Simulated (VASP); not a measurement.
Set up this calculation in VASP 6.6.1, as the native input.

```
Task                   : single point
Functional             : PBE
Dispersion             : D3(BJ)
Potentials or basis    : VASP PAW PBE potentials, release 64 (Si, C)
Cutoff                 : 520 eV
k mesh                 : 2 × 2 × 2
Occupations            : gaussian, width 0.05 eV
Spin                   : collinear spin, zero start
Starting moments       : [0.0, 0.0, 0.0, 0.0, 0.0, 0.0, 0.0, 0.0, 0.0, 0.0, 0.0, 0.0, 0.0, 0.0, 0.0, 0.0, 0.0] μB
Dipole correction      : no
Further INCAR settings : LREAL = Auto; ALGO = Normal; EDIFF = 1e-07; NBANDS = 52
```

The structure of Si16C (a cell with a defect) lies in POSCAR:

```
Si16C
1.0
    0.0000000000      5.4300000000      5.4300000000
    5.4300000000      0.0000000000      5.4300000000
    5.4300000000      5.4300000000      0.0000000000
Si C
16 1
Direct
    0.0288307551     -0.0232077348     -0.0018355433
    0.1484313996      0.1142070902      0.1144925414
    0.0064604052     -0.0181254144      0.4867976059
    0.0633860958      0.1361638122      0.6407273481
    0.0214930939      0.4877588398     -0.0064105893
    0.1642737569      0.6028892265      0.1094809392
    0.0253367403      0.4949903315      0.4830975138
    0.1472804788      0.6094585635      0.6200677716
    0.5224187845     -0.0192114180      0.0040657459
    0.6618876611      0.0808587477      0.1346524862
    0.4073513812      0.0841027624      0.5719933702
    0.6384828729      0.1329414365      0.6370543278
    0.5390969613      0.4749645488     -0.0191940147
    0.6472772560      0.6073643646      0.1139571823
    0.5212435543      0.5003404236      0.4870754144
    0.6583162063      0.6343666667      0.5857913444
    0.6044633517      0.9165771639      0.4179749540
```

The input as run:

INCAR

```
PREC = Accurate
ENCUT = 520
EDIFF = 1E-7
ISMEAR = 0
SIGMA = 0.05
LREAL = Auto
LASPH = True
NELM = 150
ALGO = Normal
ISIF = 2
LWAVE = False
LCHARG = True
ISPIN = 2
MAGMOM = 0 0 0 0 0 0 0 0 0 0 0 0 0 0 0 0 0
LORBIT = 11
GGA = PE
IVDW = 12
LELF = True
LVHAR = True
NBANDS = 52
```

KPOINTS

```
Automatic mesh
0
Gamma
  2 2 2
```

Potentials or basis: VASP PAW PBE potentials, release 64 (Si, C).

Launch:

```sh
$ cat potpaw_PBE.64/Si/POTCAR potpaw_PBE.64/C/POTCAR > POTCAR
$ mpirun -np 1 vasp_std > vasp.out
```

Results of the run:

```yaml
Pressure: 1.5 GPa
Largest_force: 0.072 eV/Å
Band_gap_on_the_k_mesh: zero (filled and empty bands overlap)
Net_moment: 0.00 μB per cell
Valence_electrons_inside_the_program's_atomic_spheres: Si 1.71, 1.70, 1.69, 1.73, 1.67, 1.65 (each value once); C 2.48
Dispersion_energy_per_atom: -0.313 eV
```

Caveat: the k points lie up to 0.50 Å⁻¹ apart, too coarse for converged energies and pressures of a metal.

Run time: 4.7 min on 1 thread of AMD EPYC 9R45 96-Core Processor (Zen 5) (shared host), peak memory 0.67 GiB.
